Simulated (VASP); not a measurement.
Wanted: the native input for a VASP 6.6.1 run.

| Property | Result |
| --- | --- |
| Task | single point |
| Functional | LDA |
| Potentials or basis | VASP PAW LDA potentials, release 64 (Pd) |
| Cutoff | 500 eV |
| k mesh | 19 × 19 × 19 |
| Occupations | fermi-dirac, width 0.05 eV |
| Spin | no spin polarisation |
| Dipole correction | no |
| Further INCAR settings | ALGO = Normal; EDIFF = 1e-06; NBANDS = 11 |

The structure of Pd lies in POSCAR:

```
Pd
1.0
    0.0000000000      1.9201213553      1.9201213553
    1.9201213553      0.0000000000      1.9201213553
    1.9201213553      1.9201213553      0.0000000000
Pd
1
Direct
    0.0000000000      0.0000000000      0.0000000000
```

The input as run:

INCAR

```
  ALGO = Normal
  EDIFF = 1E-6
  ENCUT = 500
  GGA = CA
  GGA_COMPAT = F
  ISIF = 2
  ISMEAR = -1
  LASPH = T
  LCHARG = F
  LREAL = F
  LWAVE = F
  NBANDS = 11
  NELM = 120
  PREC = Accurate
  SIGMA = 0.05
```

KPOINTS

```
k-points
0
Gamma
  19 19 19
```

Potentials or basis: VASP PAW LDA potentials, release 64 (Pd).

Launch:

```sh
$ cat potpaw_LDA.64/Pd/POTCAR > POTCAR
$ mpirun -np 1 vasp_std > vasp.out
```

It gave:

```yaml
Pressure: 0.3 GPa
Band_gap_on_the_k_mesh: zero (band 5 reaches 10.62 eV, above the bottom of band 6 at 8.93 eV)
```

Wall time 18 s on 1 thread of Intel(R) Xeon(R) Platinum 8559C (Emerald Rapids) (shared host), peak memory 0.14 GiB.
